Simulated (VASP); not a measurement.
# Rb (I4/mmm) in VASP: further runs, part 2 of 2

VASP 6.6.1.

## (4) Single point, PBEsol (strain -0.0100 x Voigt [1, 0, 0, 0, 0, 0])

INCAR

```
SYSTEM = Rb
  ALGO = Fast
  EDIFF = 1E-6
  ENCUT = 520
  GGA = PS
  ISIF = 2
  ISMEAR = 0
  LASPH = .TRUE.
  LCHARG = .FALSE.
  LREAL = .FALSE.
  LWAVE = .FALSE.
  NBANDS = 10
  NELM = 100
  PREC = Accurate
  SIGMA = 0.15
```

KPOINTS

```
k-points
0
G
  12 12 12
  0 0 0
```

POSCAR

```
Rb
1.0
   -2.7779400000      2.8060000000      2.8060000000
    2.7779400000     -2.8060000000      2.8060000000
    2.7779400000      2.8060000000     -2.8060000000
Rb
1
Direct
    0.0000000000      0.0000000000      0.0000000000
```

Potentials or basis: VASP PAW PBE potentials, release 64 (Rb_sv).

The run is started by

```sh
$ cat potpaw_PBE.64/Rb_sv/POTCAR > POTCAR
$ mpirun -np 1 vasp_std > vasp.out
```

OUTCAR:

```text
SYSTEM = Rb
   EDIFF = 1E-6
   ENCUT = 520
   GGA = PS
   ISIF = 2
   ISMEAR = 0
   LASPH = .TRUE.
   LREAL = .FALSE.
   NELM = 100
   PREC = Accurate

 ion  position               nearest neighbor table
   1  0.000  0.000  0.000-

  LATTYP: Found a body centered tetragonal cell.
 ALAT       =     5.6120000000
 C/A-ratio  =     0.9900000000

  Lattice vectors:

 A1 = (  -2.7779400000,   2.8060000000,  -2.8060000000)
 A2 = (  -2.7779400000,  -2.8060000000,   2.8060000000)
 A3 = (   2.7779400000,   2.8060000000,   2.8060000000)

Analysis of symmetry for initial positions (statically):
=====================================================================
 Subroutine PRICEL returns:
 Original cell was already a primitive cell.

 Routine SETGRP: Setting up the symmetry group for a
 body centered tetragonal supercell.

 Subroutine GETGRP returns: Found 16 space group operations
 (whereof 16 operations were pure point group operations)
 out of a pool of 16 trial point group operations.

The static configuration has the point symmetry D_4h.

Analysis of symmetry for dynamics (positions and initial velocities):
=====================================================================
 Subroutine PRICEL returns:
 Original cell was already a primitive cell.

 Routine SETGRP: Setting up the symmetry group for a
 body centered tetragonal supercell.

 Subroutine GETGRP returns: Found 16 space group operations
 (whereof 16 operations were pure point group operations)
 out of a pool of 16 trial point group operations.

The dynamic configuration has the point symmetry D_4h.

 Subroutine INISYM returns: Found 16 space group operations
 (whereof 16 operations are pure point group operations),
 and found     1 'primitive' translations

----------------------------------------------------------------------------------------

                                     Primitive cell

  volume of cell :      87.4900
[... 106 lines left out ...]
     AMIX     =   0.40;   BMIX     =  1.00
     AMIX_MAG =   1.60;   BMIX_MAG =  1.00
  volume/ion in A,a.u.               =      87.49       590.41
  Fermi-wavevector in a.u.,A,eV,Ry     =   0.767072  1.449556  8.005666  0.588400
  Thomas-Fermi vector in A             =   1.867549
   LORBIT       =      0    0 simple, 1 ext, 2 COOP (PROOUT), +10 PAW based schemes
   GGA     = PS    functional components
   LHFCALC =     F    Hartree Fock is set to
   AEXX    =    0.0000 exact exchange contribution
   IVDW    =     0    specifies the selected vdW correction
   LEPSILON=     F    determine dielectric tensor
   LRPA    =     F    only Hartree local field effects (RPA)
 non-spin polarized calculation
 RMM-DIIS sequential band-by-band and
 Gauss-broadening in eV      SIGMA  =   0.15
  energy-cutoff  :      520.00
  volume of cell :       87.49
 maximum number of plane-waves:      2389
   NGX = 19   NGY = 19   NGZ = 19

 number of electron       9.0000000 magnetization

 Free energy of the ion-electron system (eV)
  ---------------------------------------------------
  ext. energy  EPLUGINS =         0.00000000
  ---------------------------------------------------
  free energy    TOTEN  =        -1.02901833 eV

  energy without entropy =       -1.01780830  energy(sigma->0) =       -1.02341332

 E-fermi :   0.0272     XC(G=0):  -5.6196

 val. band max:        0.0255225881   @ k =   0.2500   0.5000  -0.0000
 cond. band min:       0.0298048431   @ k =  -0.3333   0.4167   0.1667
 fundamental gap:      0.0042822550
 Fermi energy:         0.0271507392

 k-point     1 :       0.0000    0.0000    0.0000
  band No.  band energies     occupation
      1     -28.8021      2.00000
      2     -12.8449      2.00000
      3     -12.8448      2.00000
      4     -12.8448      2.00000
      5      -1.9947      2.00000
      6       3.7152      0.00000
      7       3.7679      0.00000
      8       3.7679      0.00000
      9       4.6871      0.00000
     10       4.7609      0.00000
[... 287 lines left out ...]
 k-point    24 :       0.2500    0.2500   -0.0000
  band No.  band energies     occupation
      1     -28.7970      2.00000
      2     -12.9350      2.00000
      3     -12.8911      2.00000
      4     -12.8561      2.00000
      5       0.0086      1.13905
      6       1.6350      0.00000
      7       2.0672      0.00000
      8       4.3330      0.00000
      9       4.5581      0.00000
     10       5.3788      0.00000

 [... further k-points ...]
[... 5 lines left out ...]
  --------------------------------------------------------------------------------------
  -------------------------------------------------------------------------------------
  Total       -0.0175710     -0.0189804     -0.0189804     -0.0000000      0.0000000     -0.0000000
  in kB       -0.3217729     -0.3475827     -0.3475827     -0.0000000      0.0000000     -0.0000000
  external PRESSURE =      -0.3389794 kB  Pullay stress =       0.0000000 kB

 VOLUME and BASIS-vectors are now :
 -----------------------------------------------------------------------------
  energy-cutoff  :      520.00
  volume of cell :       87.49
      direct lattice vectors                 reciprocal lattice vectors
    -2.777940000  2.806000000  2.806000000     0.000000000  0.178189594  0.178189594
     2.777940000 -2.806000000  2.806000000     0.179989489  0.000000000  0.178189594
     2.777940000  2.806000000 -2.806000000     0.179989489  0.178189594  0.000000000

 POSITION                                       TOTAL-FORCE (eV/Angst)
 -----------------------------------------------------------------------------------
      0.00000      0.00000      0.00000         0.000000     -0.000000      0.000000
 -----------------------------------------------------------------------------------
    total drift:                               -0.000000      0.000000      0.000000

  FREE ENERGIE OF THE ION-ELECTRON SYSTEM (eV)
  ---------------------------------------------------
  free  energy   TOTEN  =        -1.0290183324 eV

  energy  without entropy=       -1.0178083049  energy(sigma->0) =       -1.02341332
```

Wall time 74 s (1 thread of Intel Xeon Platinum 8488C (Sapphire Rapids), shared host); peak memory 0.29 GiB.

Results:

| Quantity | Value |
| --- | --- |
| Free energy | -1.0290 eV |
| Pressure | 0.0 GPa |

Levels at points of the mesh, in eV from the Fermi level:
```
           k point  band 1  band 2  band 3  band 4  band 5  band 6  band 7  band 8  band 9  band 10
(0.00, 0.00, 0.00)  -28.83  -12.87  -12.87  -12.87   -2.02    3.69    3.74    3.74    4.66     4.73
(0.50, 0.00, 0.00)  -28.82  -12.98  -12.91  -12.87    0.22    0.80    2.64    4.32    5.31     5.31
(0.00, 0.50, 0.00)  -28.82  -12.98  -12.91  -12.87    0.24    0.82    2.58    4.36    5.27     5.35
(0.50, 0.50, 0.50)  -28.82  -12.95  -12.95  -12.95    1.23    1.26    3.32    3.32    3.42     5.02
```

Caveat: the cell differs from its parent crystal (strain -0.0100 x Voigt [1, 0, 0, 0, 0, 0]); the PAW data sets were made with another functional, which shifts forces and pressure a little.

## (5) The runs side by side

```tsv
cell	further INCAR settings	gap on the mesh (eV)	pressure (GPa)
a = 4.828 Å, angles 110.6, 108.9, 108.9°, 1 atom	ALGO = Fast; EDIFF = 1e-07; NBANDS = 10	none	0.0
a = 4.836 Å, angles 110.3, 109.1, 109.1°, 1 atom	ALGO = Fast; EDIFF = 1e-06; NBANDS = 10	none	0.0
a = 4.844 Å, angles 110.0, 109.2, 109.2°, 1 atom	ALGO = Fast; EDIFF = 1e-06; NBANDS = 10	none	0.0
```

Alike in all rows: task single point; level PBEsol; potentials or basis VASP PAW PBE potentials, release 64 (Rb_sv); no spin polarisation; k mesh 12 × 12 × 12; cutoff (eV) 520; smearing gaussian 0.15 eV.

Caveats: the PAW data sets were made with another functional, which shifts forces and pressure a little.

Absolute energies hang on the potentials; compare differences alone.
